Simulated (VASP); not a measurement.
# BiIr (F-43m) in VASP: notebook, part 2 of 2

VASP 6.6.1. Earlier steps stand in the parts before.

## Step 5: Single point, PBEsol

The input, INCAR:

```
SYSTEM = BiIr
ALGO = Normal
EDIFF = 1E-6
ENCUT = 500
GGA = PS
GGA_COMPAT = .FALSE.
ISIF = 2
ISMEAR = 0
LASPH = .TRUE.
LCHARG = .FALSE.
LREAL = .FALSE.
LWAVE = .FALSE.
NBANDS = 19
NELM = 120
PREC = Accurate
SIGMA = 0.05
```

The input, KPOINTS:

```
k-points
0
G
  10 10 10
  0 0 0
```

The input, POSCAR:

```
BiIr
1.0
    0.0000000000      3.0674769725      3.0674769725
    3.0674769725      0.0000000000      3.0674769725
    3.0674769725      3.0674769725      0.0000000000
Ir Bi
1 1
Direct
    0.0000000000      0.0000000000      0.0000000000
    0.2500000000      0.2500000000      0.2500000000
```

Potentials or basis: VASP PAW PBE potentials, release 64 (Ir, Bi_d).

On the command line:

```sh
$ cat potpaw_PBE.64/Ir/POTCAR potpaw_PBE.64/Bi_d/POTCAR > POTCAR
$ mpirun -np 1 vasp_std > vasp.out
```

OUTCAR:

```text
SYSTEM = BiIr
   EDIFF = 1E-6
   ENCUT = 500
   GGA = PS
   ISIF = 2
   ISMEAR = 0
   LASPH = .TRUE.
   LREAL = .FALSE.
   NELM = 120
   PREC = Accurate

 ion  position               nearest neighbor table
   1  0.000  0.000  0.000-   2 2.66   2 2.66   2 2.66   2 2.66
   2  0.250  0.250  0.250-   1 2.66   1 2.66   1 2.66   1 2.66

  LATTYP: Found a face centered cubic cell.
 ALAT       =     6.1349539450

  Lattice vectors:

 A1 = (   0.0000000000,   3.0674769725,   3.0674769725)
 A2 = (   3.0674769725,   0.0000000000,   3.0674769725)
 A3 = (   3.0674769725,   3.0674769725,   0.0000000000)

Analysis of symmetry for initial positions (statically):
=====================================================================
 Subroutine PRICEL returns:
 Original cell was already a primitive cell.

 Routine SETGRP: Setting up the symmetry group for a
 face centered cubic supercell.

 Subroutine GETGRP returns: Found 24 space group operations
 (whereof 24 operations were pure point group operations)
 out of a pool of 48 trial point group operations.

The static configuration has the point symmetry T_d .

[... 152 lines left out ...]
 Free energy of the ion-electron system (eV)
  ---------------------------------------------------
  ext. energy  EPLUGINS =         0.00000000
  ---------------------------------------------------
  free energy    TOTEN  =       -12.55881308 eV

  energy without entropy =      -12.55739642  energy(sigma->0) =      -12.55810475

 E-fermi :   5.0268     XC(G=0): -10.1002

 val. band max:        5.0116613321   @ k =   0.3000   0.0000   0.0000
 cond. band min:       5.0789161437   @ k =   0.5000   0.5000   0.0000
 fundamental gap:      0.0672548116
 Fermi energy:         5.0267942026

 k-point     1 :       0.0000    0.0000    0.0000
  band No.  band energies     occupation
      1     -17.4609      2.00000
      2     -17.4609      2.00000
      3     -17.4609      2.00000
      4     -17.4158      2.00000
      5     -17.4158      2.00000
      6      -6.9323      2.00000
[... 505 lines left out ...]
      6      -5.9465      2.00000
[... 11 lines left out ...]
     18      15.6679      0.00000
     19      16.7864      0.00000

 [... further k-points ...]
[... 5 lines left out ...]
  --------------------------------------------------------------------------------------
  -------------------------------------------------------------------------------------
  Total       -1.3087481     -1.3087481     -1.3087481     -0.0000000      0.0000000     -0.0000000
  in kB      -36.3239203    -36.3239203    -36.3239203     -0.0000000      0.0000000     -0.0000000
  external PRESSURE =     -36.3239203 kB  Pullay stress =       0.0000000 kB

 VOLUME and BASIS-vectors are now :
 -----------------------------------------------------------------------------
  energy-cutoff  :      500.00
  volume of cell :       57.73
      direct lattice vectors                 reciprocal lattice vectors
     0.000000000  3.067476973  3.067476973    -0.163000409  0.163000409  0.163000409
     3.067476973  0.000000000  3.067476973     0.163000409 -0.163000409  0.163000409
     3.067476973  3.067476973  0.000000000     0.163000409  0.163000409 -0.163000409

 POSITION                                       TOTAL-FORCE (eV/Angst)
 -----------------------------------------------------------------------------------
      0.00000      0.00000      0.00000         0.000000      0.000000      0.000000
      1.53374      1.53374      1.53374        -0.000000     -0.000000     -0.000000
 -----------------------------------------------------------------------------------
    total drift:                                0.000000      0.000000      0.000000

  FREE ENERGIE OF THE ION-ELECTRON SYSTEM (eV)
  ---------------------------------------------------
  free  energy   TOTEN  =       -12.5588130775 eV

  energy  without entropy=      -12.5573964172  energy(sigma->0) =      -12.55810475
```

OSZICAR:

```text
N       E                     dE             d eps       ncg     rms          rms(c)
DAV:   1     0.227264535187E+03    0.22726E+03   -0.11813E+04  1786   0.134E+03
DAV:   2     0.393855046336E+01   -0.22333E+03   -0.21530E+03  1789   0.382E+02
DAV:   3    -0.122667255813E+02   -0.16205E+02   -0.16062E+02  2071   0.116E+02
DAV:   4    -0.127005266712E+02   -0.43380E+00   -0.43350E+00  2209   0.196E+01
DAV:   5    -0.127139647011E+02   -0.13438E-01   -0.13437E-01  2396   0.315E+00    0.568E+00
DAV:   6    -0.126065965924E+02    0.10737E+00   -0.30285E-01  2079   0.496E+00    0.250E+00
DAV:   7    -0.125717778981E+02    0.34819E-01   -0.10341E-01  2511   0.291E+00    0.158E+00
DAV:   8    -0.125589398149E+02    0.12838E-01   -0.42669E-02  2014   0.182E+00    0.135E-01
DAV:   9    -0.125587856064E+02    0.15421E-03   -0.25104E-03  2196   0.614E-01    0.484E-02
DAV:  10    -0.125588010229E+02   -0.15417E-04   -0.14464E-04  2391   0.133E-01    0.209E-02
DAV:  11    -0.125588130126E+02   -0.11990E-04   -0.16033E-05  1924   0.331E-02    0.266E-03
DAV:  12    -0.125588130775E+02   -0.64851E-07   -0.64182E-07  1719   0.843E-03
   1 F= -.12558813E+02 E0= -.12558105E+02  d E =-.141666E-02
```

stdout:

```text
POSCAR found type information on POSCAR IrBi
 POSCAR found :  2 types and       2 ions
 scaLAPACK will be used
 -----------------------------------------------------------------------------
|                                                                             |
|                                                                             |
|     You enforced a specific xc type in the INCAR file but a different       |
|     I HOPE YOU KNOW WHAT YOU ARE DOING!                                     |
|                                                                             |
 -----------------------------------------------------------------------------

 LDA part: xc-table for (Slater+PW92), standard interpolation
 POSCAR, INCAR and KPOINTS ok, starting setup
 FFT: planning ... GRIDC
 FFT: planning ... GRID_SOFT
 FFT: planning ... GRID
 WAVECAR not read
 entering main loop
```

Wall time 19 s (1 thread of AMD EPYC 9R45 (Zen 5), shared host); peak memory 0.17 GiB.

What came out:

* Free energy: -12.5588 eV
* Pressure: -3.6 GPa
* Band gap on the k mesh: zero (band 12 reaches 7.24 eV, above the bottom of band 13 at 4.49 eV)

Caveat: the PAW data sets were made with another functional, which shifts forces and pressure a little; spin-orbit coupling is left out, which moves the levels of the heavy elements.

## Step 6: Overview

```tsv
level	gap on the mesh (eV)	pressure (GPa)
PBE	none	0.1
PBE+D3(BJ)	none	-2.6
PBEsol	none	-3.6
```

Alike in all rows: task single point; potentials or basis VASP PAW PBE potentials, release 64 (Ir, Bi_d); no spin polarisation; cell as given; k mesh 10 × 10 × 10; cutoff (eV) 500; smearing gaussian 0.05 eV.

Every run on the cell as given and a fine mesh finds a metal. The pressure there spans -3.6 GPa (PBEsol) to 0.1 GPa (PBE); a positive pressure means that this level wants a larger cell, a negative one a smaller.

Caveats: spin-orbit coupling is left out, which moves the levels of the heavy elements; pairwise dispersion overbinds metals, which lowers pressure and volume (some runs); the PAW data sets were made with another functional, which shifts forces and pressure a little (some runs).

Total energies depend on the potentials used, so only differences within one code and one set of settings carry meaning.
